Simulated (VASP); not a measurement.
# SrCo2 (I4/mmm) in VASP: notebook

SrCo2 is run at these levels: PBE; tasks: single point, relaxation of cell and atoms.

Program: VASP 6.6.1. These are calculated values, not measurements. Logs are shortened: lines on timing, memory, paths and dates and some standing lists are left out, and cuts for length are marked.

**1. The cell of the first run**

The structure is tetragonal, space group I4/mmm (No. 139). The conventional cell has a = 4.054 Å, b = 4.054 Å, c = 8.252 Å, α = 90.00°, β = 90.00°, γ = 90.00°. Sr (site symmetry 4/mmm) has 10 Co at 3.02 to 3.07 Å and 4 Sr at 4.05 Å within 4.1 Å. Co (site symmetry 4mm) has 1 Co at 2.21 Å within 2.9 Å.

**2. Single point, PBE, collinear spin, ferromagnetic start**

The input, INCAR:

```
SYSTEM = SrCo2
  PREC = Accurate
  ENCUT = 520
  EDIFF = 1E-6
  ISMEAR = 0
  SIGMA = 0.1
  LREAL = .False.
  LASPH = .True.
  NELM = 150
  ALGO = Fast
  ISIF = 2
  LWAVE = .False.
  LCHARG = .True.
  ISPIN = 2
  MAGMOM = 0 1.98 1.98
  LORBIT = 11
  LMAXMIX = 4
  GGA = PE
  LVHAR = .True.
  NBANDS = 25
  KPAR = 4
```

The input, KPOINTS:

```
regular mesh
0
Gamma
  16 16 16
  0 0 0
```

The input, POSCAR:

```
SrCo2
1.0
   -2.0267784384      2.0267784384      4.1258061330
    2.0267784384     -2.0267784384      4.1258061330
    2.0267784384      2.0267784384     -4.1258061330
Sr Co
1 2
Direct
    0.0000000000      0.0000000000      0.0000000000
    0.6340911446      0.6340911446      0.0000000000
    0.3659088554      0.3659088554      0.0000000000
```

Potentials or basis: VASP PAW PBE potentials, release 64 (Sr_sv, Co).

Command:

```sh
cat potpaw_PBE.64/Sr_sv/POTCAR potpaw_PBE.64/Co/POTCAR > POTCAR
mpirun -np 4 vasp_std > vasp.out
```

OUTCAR:

```text
SYSTEM = SrCo2
   PREC = Accurate
   ENCUT = 520
   EDIFF = 1E-6
   ISMEAR = 0
   LREAL = .False.
   LASPH = .True.
   NELM = 150
   ISIF = 2
   ISPIN = 2
   LORBIT = 11
   GGA = PE

 ion  position               nearest neighbor table
   1  0.000  0.000  0.000-   2 3.02   3 3.02   2 3.07   3 3.07   2 3.07   2 3.07   2 3.07   3 3.07
                             3 3.07   3 3.07
   2  0.634  0.634  0.000-   3 2.21   1 3.02   1 3.07   1 3.07   1 3.07   1 3.07
   3  0.366  0.366  0.000-   2 2.21   1 3.02   1 3.07   1 3.07   1 3.07   1 3.07

  LATTYP: Found a body centered tetragonal cell.
 ALAT       =     4.0535568768
 C/A-ratio  =     2.0356473381

  Lattice vectors:

 A1 = (  -2.0267784384,   2.0267784384,   4.1258061330)
 A2 = (   2.0267784384,  -2.0267784384,   4.1258061330)
 A3 = (   2.0267784384,   2.0267784384,  -4.1258061330)

Analysis of symmetry for initial positions (statically):
=====================================================================
 Subroutine PRICEL returns:
 Original cell was already a primitive cell.

 Routine SETGRP: Setting up the symmetry group for a
 body centered tetragonal supercell.

 Subroutine GETGRP returns: Found 16 space group operations
 (whereof 16 operations were pure point group operations)
 out of a pool of 16 trial point group operations.

The static configuration has the point symmetry D_4h.

Analysis of symmetry for dynamics (positions and initial velocities):
=====================================================================
 Subroutine PRICEL returns:
 Original cell was already a primitive cell.

 Routine SETGRP: Setting up the symmetry group for a
 body centered tetragonal supercell.

 Subroutine GETGRP returns: Found 16 space group operations
 (whereof 16 operations were pure point group operations)
 out of a pool of 16 trial point group operations.

The dynamic configuration has the point symmetry D_4h.

Analysis of structural, dynamic, and magnetic symmetry:
=====================================================================
 Subroutine PRICEL returns:
 Original cell was already a primitive cell.

 Routine SETGRP: Setting up the symmetry group for a
 body centered tetragonal supercell.

 Subroutine GETGRP returns: Found 16 space group operations
 (whereof 16 operations were pure point group operations)
 out of a pool of 16 trial point group operations.

The overall configuration has the point symmetry D_4h.

 Subroutine INISYM returns: Found 16 space group operations
 (whereof 16 operations are pure point group operations),
 and found     1 'primitive' translations
[... 122 lines left out ...]
   GGA     = PE    functional components
   LHFCALC =     F    Hartree Fock is set to
   AEXX    =    0.0000 exact exchange contribution
   IVDW    =     0    specifies the selected vdW correction
   LEPSILON=     F    determine dielectric tensor
   LRPA    =     F    only Hartree local field effects (RPA)
 spin polarized calculation
 RMM-DIIS sequential band-by-band and
 Gauss-broadening in eV      SIGMA  =   0.10
  energy-cutoff  :      520.00
  volume of cell :       67.79
 maximum number of plane-waves:      1847
 NGX is ok and might be reduce to    40
   NGX = 19   NGY = 19   NGZ = 19

 number of electron      27.9999999 magnetization       3.4340363

 Free energy of the ion-electron system (eV)
  ---------------------------------------------------
  ext. energy  EPLUGINS =         0.00000000
  ---------------------------------------------------
  free energy    TOTEN  =       -12.84515836 eV

  energy without entropy =      -12.82482188  energy(sigma->0) =      -12.83499012

 E-fermi :   3.9867     XC(G=0):  -9.8723

 val. band max:        3.9861699769   @ k =  -0.2500   0.3125   0.0625
 cond. band min:       3.9869582453   @ k =  -0.1250   0.5000   0.0625
 fundamental gap:      0.0007882684
 Fermi energy:         3.9867175693

 spin component 1

 k-point     1 :       0.0000    0.0000    0.0000
  band No.  band energies     occupation
      1     -30.5186      1.00000
      2     -12.7134      1.00000
      3     -12.5113      1.00000
      4     -12.5113      1.00000
      5      -1.3197      1.00000
      6       1.0678      1.00000
[... 661 lines left out ...]
     24      12.1398      0.00000
     25      12.4238      0.00000

 [... further k-points ...]

 spin component 2

 k-point     1 :       0.0000    0.0000    0.0000
  band No.  band energies     occupation
      1     -30.5586      1.00000
      2     -12.7362      1.00000
      3     -12.5774      1.00000
      4     -12.5774      1.00000
      5      -1.2665      1.00000
      6       2.4508      1.00000
[... 661 lines left out ...]
     24      12.1801      0.00000
     25      12.8160      0.00000

 [... further k-points ...]

------------------------ aborting loop because EDIFF is reached ----------------------------------------

  FORCE on cell =-STRESS in cart. coord.  units (eV):
  Direction    XX          YY          ZZ          XY          YZ          ZX
  --------------------------------------------------------------------------------------
  -------------------------------------------------------------------------------------
  Total        0.0470324      0.0470324      0.0103179      0.0000000     -0.0000000      0.0000000
  in kB        1.1115443      1.1115443      0.2438478      0.0000000     -0.0000000      0.0000000
  external PRESSURE =       0.8223121 kB  Pullay stress =       0.0000000 kB

 VOLUME and BASIS-vectors are now :
 -----------------------------------------------------------------------------
  energy-cutoff  :      520.00
  volume of cell :       67.79
      direct lattice vectors                 reciprocal lattice vectors
    -2.026778438  2.026778438  4.125806133     0.000000000  0.246696921  0.121188438
     2.026778438 -2.026778438  4.125806133     0.246696921  0.000000000  0.121188438
     2.026778438  2.026778438 -4.125806133     0.246696921  0.246696921  0.000000000

 POSITION                                       TOTAL-FORCE (eV/Angst)
 -----------------------------------------------------------------------------------
      0.00000      0.00000      0.00000        -0.000000     -0.000000      0.000000
      0.00000      0.00000      5.23227        -0.000000     -0.000000     -0.006301
      0.00000      0.00000      3.01934         0.000000      0.000000      0.006301
 -----------------------------------------------------------------------------------
    total drift:                                0.000000      0.000000     -0.000000

  FREE ENERGIE OF THE ION-ELECTRON SYSTEM (eV)
  ---------------------------------------------------
  free  energy   TOTEN  =       -12.8451583589 eV

  energy  without entropy=      -12.8248218792  energy(sigma->0) =      -12.83499012

 total charge

# of ion       s       p       d       tot
------------------------------------------
    1        2.044   5.764   0.294   8.101
    2        0.505   0.188   7.261   7.954
    3        0.505   0.188   7.261   7.954
--------------------------------------------------
tot          3.054   6.139  14.816  24.010

 magnetization (x)

# of ion       s       p       d       tot
------------------------------------------
    1       -0.006  -0.010  -0.046  -0.062
    2        0.029  -0.011   1.802   1.820
    3        0.029  -0.011   1.802   1.820
--------------------------------------------------
tot          0.051  -0.031   3.557   3.577
```

stdout:

```text
POSCAR found type information on POSCAR SrCo
 POSCAR found :  2 types and       3 ions
 scaLAPACK will be used
 LDA part: xc-table for (Slater+PW92), standard interpolation
 POSCAR, INCAR and KPOINTS ok, starting setup
 FFT: planning ... GRIDC
 FFT: planning ... GRID_SOFT
 FFT: planning ... GRID
 WAVECAR not read
 entering main loop
WARNING in EDDRMM: call to ZHEGV failed, returncode =   8  4     24
WARNING in EDDRMM: call to ZHEGV failed, returncode =   6  3     18
WARNING in EDDRMM: call to ZHEGV failed, returncode =   8  4      6
```

It took 5.6 min on 4 MPI ranks of Intel Xeon 6975P-C (Granite Rapids), shared host; peak memory 0.96 GiB.

What came out:

```yaml
Free_energy: -12.8452 eV
Pressure: 0.1 GPa
Largest_force: 0.006 eV/Å
Net_moment: 3.43 μB per cell
Site_moments: Sr -0.06; Co +1.82 μB
Valence_electrons_inside_the_program's_atomic_spheres: Sr 8.10; Co 7.95
```

Forces on the atoms (eV/Å):
```
Sr   0.000  0.000  0.000
Co   0.000  0.000 -0.006
Co   0.000  0.000  0.006
```

**3. Relaxation of cell and atoms, PBE, collinear spin, ferromagnetic start**

This run uses another cell than the first one, of 22.40 Å³/atom.

The input, INCAR:

```
SYSTEM = SrCo2
ALGO = Fast
EDIFF = 1E-6
EDIFFG = -0.01
ENCUT = 600
GGA = PE
IBRION = 2
ISIF = 3
ISMEAR = 0
ISPIN = 2
KPAR = 4
LASPH = .TRUE.
LCHARG = .FALSE.
LMAXMIX = 4
LORBIT = 11
LREAL = .FALSE.
LWAVE = .FALSE.
MAGMOM = 0 1.98 1.98
NELM = 150
NSW = 100
PREC = Accurate
SIGMA = 0.1
```

The input, KPOINTS:

```
k-points
0
G
  16 16 16
  0 0 0
```

The input, POSCAR:

```
SrCo2
1.0
   -2.0211244232      2.0211244232      4.1128180762
    2.0211244232     -2.0211244232      4.1128180762
    2.0211244232      2.0211244232     -4.1128180762
Sr Co
1 2
Direct
    0.0000000000      0.0000000000      0.0000000000
    0.6350743595      0.6350743595      0.0000000000
    0.3649256405      0.3649256405      0.0000000000
```

Potentials or basis: VASP PAW PBE potentials, release 64 (Sr_sv, Co).

Command:

```sh
cat potpaw_PBE.64/Sr_sv/POTCAR potpaw_PBE.64/Co/POTCAR > POTCAR
mpirun -np 4 vasp_std > vasp.out
```

It took 38 min on 4 MPI ranks of Intel Xeon 6975P-C (Granite Rapids), shared host; peak memory 1.1 GiB.

It converged, with:

```yaml
Free_energy: -12.8445 eV
Relaxed_volume: 22.69 Å³/atom
Relaxed_cell: a = 5.027 Å, b = 5.027 Å, c = 5.027 Å, α = 132.35°, β = 132.35°, γ = 69.67°
Space_group_after_relaxing_to_0.1_Å: I4/mmm (No. 139)
Energy_gained_by_relaxing: 3.4 meV/atom
Ionic_steps: 24
Pressure_after_relaxing: 0.0 GPa
Largest_force_after_relaxing: 0.005 eV/Å
Net_moment: 3.44 μB per cell
Site_moments: Sr -0.06; Co +1.82 μB
Valence_electrons_inside_the_program's_atomic_spheres: Sr 8.10; Co 7.96
```

Forces in eV/Å, atoms in the order of the input:
```
Sr   0.000  0.000  0.000
Co   0.000  0.000  0.005
Co   0.000  0.000 -0.005
```

Step by step:
```tsv
step	energy change (eV)	largest force (eV/Å)	pressure (GPa)	volume (Å³)
1	0.0000	0.0381	0.26	67.20
2	-0.0096	0.0475	0.13	67.56
3	-0.0095	0.0680	-0.15	68.26
4	-0.0097	0.0396	-0.23	68.39
5	-0.0098	0.0267	-0.11	68.44
6	-0.0097	0.0037	-0.20	68.55
7	-0.0097	0.0196	-0.38	68.49
8	-0.0098	0.0304	-0.04	68.31
9	-0.0099	0.0090	0.08	68.38
10	-0.0099	0.0024	-0.07	68.41
11	-0.0099	0.0067	-0.16	68.40
12	-0.0099	0.0101	-0.17	68.39
13	-0.0099	0.0103	-0.15	68.39
14	-0.0099	0.0104	-0.13	68.38
15	-0.0099	0.0045	-0.27	68.33
16	-0.0100	0.0089	-0.10	68.16
17	-0.0100	0.0112	-0.14	68.14
18	-0.0100	0.0142	-0.21	68.09
19	-0.0100	0.0214	0.00	68.00
20	-0.0100	0.0155	0.08	68.05
21	-0.0100	0.0132	0.01	68.08
22	-0.0100	0.0127	-0.01	68.09
23	-0.0101	0.0040	-0.06	68.07
24	-0.0101	0.0053	-0.03	68.06
```

Final structure:
```
CELL_PARAMETERS angstrom
-2.03061 2.03061 4.12620
2.03061 -2.03061 4.12620
2.03061 2.03061 -4.12620
ATOMIC_POSITIONS crystal
Sr 0.00000 0.00000 0.00000
Co 0.63375 0.63375 0.00000
Co 0.36625 0.36625 0.00000
```

Levels at points of the mesh, in eV from the Fermi level:
Spin up:
```csv
k point,band 13,band 14,band 15,band 16,band 17,band 18,band 19,band 20
"(0.00, 0.00, 0.00)",-1.87,-1.68,-1.35,0.62,3.25,3.28,3.28,4.57
"(0.50, 0.00, 0.00)",-1.66,-1.63,-1.49,-1.17,1.75,2.53,2.88,4.93
"(0.50, 0.50, 0.00)",-1.63,-1.50,-1.41,0.46,0.81,1.87,2.36,3.82
"(0.50, 0.50, 0.50)",-1.63,-1.52,-1.52,-1.09,3.02,3.98,3.98,4.26
```
Spin down:
```csv
k point,band 8,band 9,band 10,band 11,band 12,band 13,band 14,band 15,band 16,band 17
"(0.00, 0.00, 0.00)",-1.01,-1.01,-0.88,-0.36,-0.24,-0.20,-0.02,-0.02,0.70,3.45
"(0.50, 0.00, 0.00)",-1.40,-1.39,-0.76,-0.62,-0.22,-0.04,0.34,0.45,0.46,2.19
"(0.50, 0.50, 0.00)",-1.15,-1.05,-0.87,-0.65,0.06,0.19,0.32,0.38,0.55,1.52
"(0.50, 0.50, 0.50)",-1.54,-1.19,-1.18,-0.79,-0.54,0.23,0.50,0.54,0.54,3.48
```
